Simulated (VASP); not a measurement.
# CrPbO3 (Pm-3m) in VASP: further runs

The runs below take CrPbO3 through single point, with LDA+U.

Program: VASP 6.6.1. These are calculated values, not measurements. Logs are shortened: lines on timing, memory, paths and dates and some standing lists are left out, and cuts for length are marked.

## (1) The cell of the first run

The structure is cubic, space group Pm-3m (No. 221). The conventional cell has a = 3.917 Å, b = 3.917 Å, c = 3.917 Å, α = 90.00°, β = 90.00°, γ = 90.00°. Within 2.6 Å of Cr (site symmetry m-3m) lie 6 O at 1.96 Å. Within 3.7 Å of Pb (site symmetry m-3m) lie 12 O at 2.77 Å and 8 Cr at 3.39 Å. Within 2.6 Å of O (site symmetry 4/mmm) lie 2 Cr at 1.96 Å.

## (2) Single point, LDA+U, collinear spin, ferromagnetic start

INCAR reads:

```
PREC = Accurate ; ENCUT = 600
EDIFF = 1E-6 ; ISMEAR = -1
SIGMA = 0.01 ; LREAL = False
LASPH = True ; NELM = 200
ALGO = Normal ; ISIF = 2
LWAVE = False ; LCHARG = False
ISPIN = 2 ; MAGMOM = 3 0 0 0 0
LORBIT = 11 ; LMAXMIX = 4
LDAU = True ; LDAUTYPE = 2
LDAUL = 2 -1 -1 ; LDAUU = 6 0 0
LDAUJ = 0 0 0 ; LDAUPRINT = 1
NBANDS = 34 ; GGA_COMPAT = False
```

KPOINTS reads:

```
Automatic mesh
0
Gamma
  6 6 6
```

POSCAR reads:

```
CrPbO3
1.0
    3.9170570000      0.0000000000      0.0000000000
    0.0000000000      3.9170570000      0.0000000000
    0.0000000000      0.0000000000      3.9170570000
Cr Pb O
1 1 3
Direct
    0.0000000000      0.0000000000      0.0000000000
    0.5000000000      0.5000000000      0.5000000000
    0.0000000000      0.0000000000      0.5000000000
    0.0000000000      0.5000000000      0.0000000000
    0.5000000000      0.0000000000      0.0000000000
```

Potentials or basis: VASP PAW LDA potentials, release 64 (Cr_pv, Pb_d, O).

Started as:

```sh
> cat potpaw_LDA.64/Cr_pv/POTCAR potpaw_LDA.64/Pb_d/POTCAR potpaw_LDA.64/O/POTCAR > POTCAR
> mpirun -np 1 vasp_std > vasp.out
```

OUTCAR:

```text
PREC = Accurate
   ENCUT = 600
   EDIFF = 1E-6
   ISMEAR = -1
   LREAL = False
   LASPH = True
   NELM = 200
   ISIF = 2
   ISPIN = 2
   LORBIT = 11

 ion  position               nearest neighbor table
   1  0.000  0.000  0.000-   3 1.96   4 1.96   5 1.96   3 1.96   4 1.96   5 1.96   2 3.39   2 3.39
                             2 3.39   2 3.39   2 3.39   2 3.39   2 3.39   2 3.39
   2  0.500  0.500  0.500-   3 2.77   4 2.77   5 2.77   4 2.77   5 2.77   3 2.77   5 2.77   5 2.77
                             3 2.77   4 2.77   4 2.77   3 2.77   1 3.39   1 3.39   1 3.39   1 3.39
   3  0.000  0.000  0.500-   1 1.96   1 1.96   2 2.77   2 2.77   2 2.77   2 2.77
   4  0.000  0.500  0.000-   1 1.96   1 1.96   2 2.77   2 2.77   2 2.77   2 2.77
   5  0.500  0.000  0.000-   1 1.96   1 1.96   2 2.77   2 2.77   2 2.77   2 2.77

  LATTYP: Found a simple cubic cell.
 ALAT       =     3.9170570000

  Lattice vectors:

 A1 = (   3.9170570000,   0.0000000000,   0.0000000000)
 A2 = (   0.0000000000,   3.9170570000,   0.0000000000)
 A3 = (   0.0000000000,   0.0000000000,   3.9170570000)

Analysis of symmetry for initial positions (statically):
=====================================================================
 Subroutine PRICEL returns:
 Original cell was already a primitive cell.

 Routine SETGRP: Setting up the symmetry group for a
 simple cubic supercell.

 Subroutine GETGRP returns: Found 48 space group operations
 (whereof 48 operations were pure point group operations)
 out of a pool of 48 trial point group operations.

The static configuration has the point symmetry O_h .

Analysis of symmetry for dynamics (positions and initial velocities):
=====================================================================
 Subroutine PRICEL returns:
 Original cell was already a primitive cell.

 Routine SETGRP: Setting up the symmetry group for a
 simple cubic supercell.

 Subroutine GETGRP returns: Found 48 space group operations
 (whereof 48 operations were pure point group operations)
 out of a pool of 48 trial point group operations.

The dynamic configuration has the point symmetry O_h .

Analysis of structural, dynamic, and magnetic symmetry:
=====================================================================
 Subroutine PRICEL returns:
 Original cell was already a primitive cell.

 Routine SETGRP: Setting up the symmetry group for a
 simple cubic supercell.

 Subroutine GETGRP returns: Found 48 space group operations
 (whereof 48 operations were pure point group operations)
 out of a pool of 48 trial point group operations.

The overall configuration has the point symmetry O_h .

 Subroutine INISYM returns: Found 48 space group operations
 (whereof 48 operations are pure point group operations),
 and found     1 'primitive' translations

----------------------------------------------------------------------------------------

                                     Primitive cell

  volume of cell :      60.1007

  direct lattice vectors                    reciprocal lattice vectors
     3.917057000  0.000000000  0.000000000     0.255293706  0.000000000  0.000000000
     0.000000000  3.917057000  0.000000000     0.000000000  0.255293706  0.000000000
     0.000000000  0.000000000  3.917057000     0.000000000  0.000000000  0.255293706

  length of vectors
     3.917057000  3.917057000  3.917057000     0.255293706  0.255293706  0.255293706

  position of ions in fractional coordinates (direct lattice)
     0.000000000  0.000000000  0.000000000
     0.500000000  0.500000000  0.500000000
     0.000000000  0.000000000  0.500000000
     0.000000000  0.500000000  0.000000000
     0.500000000  0.000000000  0.000000000

  ion indices of the primitive-cell ions
   primitive index   ion index
                 1           1
[... 92 lines left out ...]
  volume/ion in A,a.u.               =      12.02        81.12
  Fermi-wavevector in a.u.,A,eV,Ry     =   1.475477  2.788248 29.620331  2.177033
  Thomas-Fermi vector in A             =   2.590122
   LORBIT       =     11    0 simple, 1 ext, 2 COOP (PROOUT), +10 PAW based schemes
 LDA+U is selected, type is set to LDAUTYPE =  2
   angular momentum for each species LDAUL =     2   -1   -1
   U (eV)           for each species LDAUU =   6.0  0.0  0.0
   J (eV)           for each species LDAUJ =   0.0  0.0  0.0
   GGA     = CA    functional components
   LHFCALC =     F    Hartree Fock is set to
   AEXX    =    0.0000 exact exchange contribution
   IVDW    =     0    specifies the selected vdW correction
   LEPSILON=     F    determine dielectric tensor
   LRPA    =     F    only Hartree local field effects (RPA)
 spin polarized calculation
  energy-cutoff  :      600.00
  volume of cell :       60.10
 maximum number of plane-waves:      2028
 NGX is ok and might be reduce to    32
   NGX = 15   NGY = 15   NGZ = 15

atom =   1  type =  1  l = 2

 onsite density matrix

spin component  1

  0.8971  0.0000  0.0000 -0.0000  0.0000
  0.0000  0.8971  0.0000 -0.0000 -0.0000
  0.0000  0.0000  0.3172  0.0000 -0.0000
 -0.0000 -0.0000  0.0000  0.8971 -0.0000
  0.0000 -0.0000 -0.0000 -0.0000  0.3172

spin component  2

  0.0644 -0.0000 -0.0000  0.0000 -0.0000
 -0.0000  0.0644 -0.0000  0.0000 -0.0000
 -0.0000 -0.0000  0.2319 -0.0000  0.0000
  0.0000  0.0000 -0.0000  0.0644  0.0000
 -0.0000 -0.0000  0.0000  0.0000  0.2319

 occupancies and eigenvectors

  o =  0.0644  v =  0.0000  0.0000  0.0000  0.0000  0.0000  1.0000  0.0002  0.0000 -0.0006  0.0000      0.0000  0.0000  0.0000  0.0000  0.0000  0.0000  0.0000  0.0000  0.0000  0.0000
  o =  0.0644  v =  0.0000  0.0000  0.0000  0.0000  0.0000  0.0002 -0.9998 -0.0000  0.0180 -0.0000      0.0000  0.0000  0.0000  0.0000  0.0000  0.0000  0.0000  0.0000  0.0000  0.0000
  o =  0.0644  v =  0.0000  0.0000  0.0000  0.0000  0.0000  0.0006  0.0180  0.0000  0.9998 -0.0000      0.0000  0.0000  0.0000  0.0000  0.0000  0.0000  0.0000  0.0000  0.0000  0.0000
  o =  0.2319  v =  0.0000  0.0000  0.0000  0.0000  0.0000  0.0000  0.0000 -1.0000  0.0000  0.0008      0.0000  0.0000  0.0000  0.0000  0.0000  0.0000  0.0000  0.0000  0.0000  0.0000
  o =  0.2319  v =  0.0000  0.0000  0.0000  0.0000  0.0000 -0.0000 -0.0000  0.0008  0.0000  1.0000      0.0000  0.0000  0.0000  0.0000  0.0000  0.0000  0.0000  0.0000  0.0000  0.0000
  o =  0.3172  v =  0.0000 -0.0000 -1.0000 -0.0000 -0.0007  0.0000  0.0000  0.0000  0.0000  0.0000      0.0000  0.0000  0.0000  0.0000  0.0000  0.0000  0.0000  0.0000  0.0000  0.0000
  o =  0.3172  v = -0.0000 -0.0000 -0.0007 -0.0000  1.0000  0.0000  0.0000  0.0000  0.0000  0.0000      0.0000  0.0000  0.0000  0.0000  0.0000  0.0000  0.0000  0.0000  0.0000  0.0000
  o =  0.8971  v =  1.0000 -0.0001  0.0000  0.0006  0.0000  0.0000  0.0000  0.0000  0.0000  0.0000      0.0000  0.0000  0.0000  0.0000  0.0000  0.0000  0.0000  0.0000  0.0000  0.0000
  o =  0.8971  v =  0.0006  0.0492  0.0000 -0.9988 -0.0000  0.0000  0.0000  0.0000  0.0000  0.0000      0.0000  0.0000  0.0000  0.0000  0.0000  0.0000  0.0000  0.0000  0.0000  0.0000
  o =  0.8971  v =  0.0001  0.9988 -0.0000  0.0492  0.0000  0.0000  0.0000  0.0000  0.0000  0.0000      0.0000  0.0000  0.0000  0.0000  0.0000  0.0000  0.0000  0.0000  0.0000  0.0000

 number of electron      43.9999981 magnetization       2.0278074

 Free energy of the ion-electron system (eV)
  ---------------------------------------------------
  ext. energy  EPLUGINS =         0.00000000
  ---------------------------------------------------
  free energy    TOTEN  =       -34.86155656 eV

  energy without entropy =      -34.86062395  energy(sigma->0) =      -34.86109025

 E-fermi :   5.6422     XC(G=0): -12.1775

 val. band max:        5.6396962349   @ k =   0.5000   0.5000   0.1667
 cond. band min:       5.6559238027   @ k =   0.5000   0.3333   0.3333
 fundamental gap:      0.0162275678
 Fermi energy:         5.6422115289

 spin component 1

 k-point     1 :       0.0000    0.0000    0.0000
  band No.  band energies     occupation
      1     -37.9235      1.00000
      2     -37.9234      1.00000
      3     -37.9234      1.00000
      4     -12.0021      1.00000
      5     -10.5771      1.00000
      6     -10.5771      1.00000
[... 729 lines left out ...]
     33      16.7980      0.00000
     34      20.9624      0.00000
 Fermi energy:         5.6422115289

 spin component 2

 k-point     1 :       0.0000    0.0000    0.0000
  band No.  band energies     occupation
      1     -35.3582      1.00000
      2     -35.3582      1.00000
      3     -35.3582      1.00000
      4     -12.2002      1.00000
      5     -10.7508      1.00000
      6     -10.7508      1.00000
[... 729 lines left out ...]
     33      17.0194      0.00000
     34      21.1189      0.00000

------------------------ aborting loop because EDIFF is reached ----------------------------------------

  FORCE on cell =-STRESS in cart. coord.  units (eV):
  Direction    XX          YY          ZZ          XY          YZ          ZX
  --------------------------------------------------------------------------------------
  -------------------------------------------------------------------------------------
  Total       -3.4562736     -3.4562736     -3.4562736     -0.0000000     -0.0000000      0.0000000
  in kB      -92.1380509    -92.1380509    -92.1380509     -0.0000000     -0.0000000      0.0000000
  external PRESSURE =     -92.1380509 kB  Pullay stress =       0.0000000 kB

 VOLUME and BASIS-vectors are now :
 -----------------------------------------------------------------------------
  energy-cutoff  :      600.00
  volume of cell :       60.10
      direct lattice vectors                 reciprocal lattice vectors
     3.917057000  0.000000000  0.000000000     0.255293706  0.000000000  0.000000000
     0.000000000  3.917057000  0.000000000     0.000000000  0.255293706  0.000000000
     0.000000000  0.000000000  3.917057000     0.000000000  0.000000000  0.255293706

 POSITION                                       TOTAL-FORCE (eV/Angst)
 -----------------------------------------------------------------------------------
      0.00000      0.00000      0.00000         0.000000      0.000000      0.000000
      1.95853      1.95853      1.95853         0.000000      0.000000      0.000000
      0.00000      0.00000      1.95853         0.000000      0.000000      0.000000
      0.00000      1.95853      0.00000         0.000000      0.000000      0.000000
      1.95853      0.00000      0.00000         0.000000      0.000000      0.000000
 -----------------------------------------------------------------------------------
    total drift:                                0.000000      0.000000     -0.000000

  FREE ENERGIE OF THE ION-ELECTRON SYSTEM (eV)
  ---------------------------------------------------
  free  energy   TOTEN  =       -34.8615565564 eV

  energy  without entropy=      -34.8606239487  energy(sigma->0) =      -34.86109025

 total charge

# of ion       s       p       d       tot
------------------------------------------
    1        0.318   6.398   3.949  10.666
    2        1.455   0.387   9.860  11.702
    3        1.556   3.396   0.000   4.952
    4        1.556   3.396   0.000   4.952
    5        1.556   3.396   0.000   4.952
--------------------------------------------------
tot          6.443  16.973  13.809  37.225

 magnetization (x)

# of ion       s       p       d       tot
------------------------------------------
    1        0.014   0.015   2.664   2.693
    2       -0.086   0.019  -0.003  -0.070
    3       -0.005  -0.191   0.000  -0.196
    4       -0.005  -0.191   0.000  -0.196
    5       -0.005  -0.191   0.000  -0.196
--------------------------------------------------
tot         -0.087  -0.538   2.661   2.036
```

Run time: 72 s. Hardware: 1 thread of AMD EPYC 9R45 (Zen 5), shared host; peak memory 0.18 GiB.

Results:

```yaml
Free_energy: -34.8616 eV
Pressure: -9.2 GPa
Band_gap_on_the_k_mesh: zero (filled and empty bands overlap)
Net_moment: 2.03 μB per cell
Site_moments: Cr +2.69; Pb -0.07; O -0.20 μB
Valence_electrons_inside_the_program's_atomic_spheres: Cr 10.67; Pb 11.70; O 4.95
```

Eigenvalues of the final occupation matrices:
```tsv
site	spin	trace	eigenvalues
site 1 d	1	3.33	0.32 0.32 0.90 0.90 0.90
site 1 d	2	0.66	0.06 0.06 0.06 0.23 0.23
```

Caveat: the cell stands under tension; spin-orbit coupling is left out, which moves the levels of the heavy elements; a cell with one magnetic atom can't hold antiferromagnetic order, which such compounds often take.

## (3) Single point, LDA+U, collinear spin, ferromagnetic start

INCAR reads:

```
SYSTEM = CrPbO3
PREC     = Accurate       ! precision mode
ENCUT    = 600            ! plane-wave cutoff, eV
EDIFF    = 1E-6           ! SCF threshold, eV
ISMEAR   = -1             ! smearing method
SIGMA    = 0.01           ! smearing width, eV
LREAL    = .FALSE.        ! projectors in reciprocal space
LASPH    = .TRUE.         ! aspherical terms in the spheres
NELM     = 200            ! most SCF steps
ALGO     = Normal         ! electronic algorithm
ISIF     = 2              ! what is computed and relaxed
LWAVE    = .FALSE.        ! write WAVECAR
LCHARG   = .TRUE.         ! write CHGCAR
ISPIN    = 2              ! spin polarisation
MAGMOM   = 3 0 0 0 0      ! initial moments
LORBIT   = 11             ! projections on sites
LMAXMIX  = 4              ! l up to which the mixer works
LDAU     = .TRUE.         ! DFT+U
LDAUTYPE = 2            
LDAUL    = 2 -1 -1        ! shell
LDAUU    = 8 0 0          ! U, eV
LDAUJ    = 0 0 0        
LDAUPRINT= 1            
GGA      = CA             ! functional
LELF     = .TRUE.         ! ELF
LVHAR    = .TRUE.       
NBANDS   = 34             ! bands
GGA_COMPAT= .FALSE.
```

KPOINTS reads:

```
Automatic mesh
0
G
  6 6 6
  0 0 0
```

POSCAR is that of step 2.

Potentials or basis: VASP PAW LDA potentials, release 64 (Cr_pv, Pb_d, O).

Started as:

```sh
> cat potpaw_LDA.64/Cr_pv/POTCAR potpaw_LDA.64/Pb_d/POTCAR potpaw_LDA.64/O/POTCAR > POTCAR
> mpirun -np 1 vasp_std > vasp.out
```

It took 70 s on 1 thread of AMD EPYC 9R45 (Zen 5), shared host; peak memory 0.18 GiB.

It converged, with:

```
Free energy                                           : -33.7143 eV
Pressure                                              : -5.4 GPa
Band gap on the k mesh                                : zero (filled and empty bands overlap)
Net moment                                            : 2.04 μB per cell
Site moments                                          : Cr +2.86; Pb -0.08; O -0.23 μB
Valence electrons inside the program's atomic spheres : Cr 10.67; Pb 11.70; O 4.96
```

Levels at points of the mesh, in eV from the Fermi level:
Spin up:
| k point | band 21 | band 22 | band 23 | band 24 | band 25 | band 26 |
| --- | --- | --- | --- | --- | --- | --- |
| (0.00, 0.00, 0.00) | -0.97 | -0.62 | -0.62 | -0.62 | 2.83 | 2.83 |
| (0.50, 0.00, 0.00) | -0.51 | -0.48 | -0.47 | 0.53 | 2.83 | 3.09 |
| (0.50, 0.50, 0.00) | -0.10 | -0.10 | 0.25 | 0.69 | 3.59 | 3.88 |
| (0.50, 0.50, 0.50) | -1.37 | 0.20 | 0.20 | 0.20 | 3.88 | 6.52 |
Spin down:
```tsv
k point	band 18	band 19	band 20	band 21	band 22	band 23	band 24	band 25
(0.00, 0.00, 0.00)	-1.34	-0.92	-0.92	-0.92	5.07	5.07	5.07	5.30
(0.50, 0.00, 0.00)	-1.57	-0.85	-0.85	0.21	3.07	5.09	5.30	5.95
(0.50, 0.50, 0.00)	-2.01	-2.01	-0.83	-0.18	5.23	5.32	5.32	5.88
(0.50, 0.50, 0.50)	-3.16	-0.23	-0.23	-0.23	6.52	6.52	6.52	7.25
```

Eigenvalues of the final occupation matrices:
| site | spin | trace | eigenvalues |
| --- | --- | --- | --- |
| site 1 d | 1 | 3.41 | 0.29 0.29 0.94 0.94 0.94 |
| site 1 d | 2 | 0.57 | 0.05 0.05 0.05 0.21 0.21 |

Caveat: the cell stands under tension; spin-orbit coupling is left out, which moves the levels of the heavy elements; a cell with one magnetic atom can't hold antiferromagnetic order, which such compounds often take. The state reached can hang on the start; a lower one may exist.
